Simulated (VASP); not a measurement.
## WS2: single point with PBEsol+D3(BJ)

The system is WS2, a slab with vacuum.

```
W S
1.0
     3.12394    0.00000    0.00000
    -1.56197    2.70541    0.00000
     0.00000    0.00000   16.93754
W S
1 2
Direct
  0.33333 0.66667 0.00161
  0.65207 0.33333 0.90252
  0.68126 0.33333 0.08822
```

This cell differs from its parent crystal: mode 4 frozen in at -0.046 Å and mode 9 at -0.078 Å (largest displacements).

| Item | Value |
| --- | --- |
| Program | VASP 6.6.1 |
| Task | single point |
| Functional | PBEsol |
| Dispersion | D3(BJ) |
| Potentials or basis | VASP PAW PBE potentials, release 64 (W_sv, S) |
| Cutoff | 520 eV |
| k mesh | 12 × 12 × 2 |
| Occupations | gaussian, width 0.05 eV |
| Spin | no spin polarisation |

| Quantity | Value |
| --- | --- |
| Largest force | 3.620 eV/Å |
| Band gap on the k mesh | 1.90 eV, indirect (least direct gap 2.03 eV) |
| Dispersion energy per atom | -0.253 eV |

Forces in eV/Å, atoms in the order of the input:
```
W    0.246  0.038 -3.612
S    0.367 -0.012  1.549
S   -0.613 -0.026  2.063
```

Levels at points of the mesh, in eV from the valence-band top:
```csv
k point,band 10,band 11,band 12,band 13,band 14,band 15,band 16,band 17
"(0.00, 0.00, 0.00)",-2.32,-1.34,-1.34,0.00,2.72,2.89,3.47,3.68
"(0.50, 0.00, 0.00)",-3.44,-2.20,-1.03,-0.95,3.11,3.38,4.07,4.93
"(0.00, 0.50, 0.00)",-3.47,-2.22,-1.01,-0.89,3.11,3.40,4.12,4.91
"(0.50, 0.50, 0.00)",-3.51,-2.26,-1.00,-0.83,3.12,3.43,4.16,4.96
"(0.00, 0.00, 0.50)",-2.32,-1.34,-1.34,0.00,2.72,2.89,3.47,3.68
"(0.50, 0.00, 0.50)",-3.44,-2.20,-1.03,-0.95,3.11,3.38,4.07,4.93
"(0.00, 0.50, 0.50)",-3.47,-2.22,-1.01,-0.89,3.11,3.40,4.12,4.91
"(0.50, 0.50, 0.50)",-3.51,-2.26,-1.00,-0.83,3.12,3.43,4.16,4.96
```

Wall time 3.3 min on 1 thread of Intel(R) Xeon(R) 6975P-C (Granite Rapids), on a shared host, peak memory 0.53 GiB.

Caveat: the cell differs from its parent crystal (mode 4 frozen in at -0.046 Å and mode 9 at -0.078 Å (largest displacements)); the PAW data sets were made with another functional, which shifts forces and pressure a little; spin-orbit coupling is left out, which moves the levels of the heavy elements.
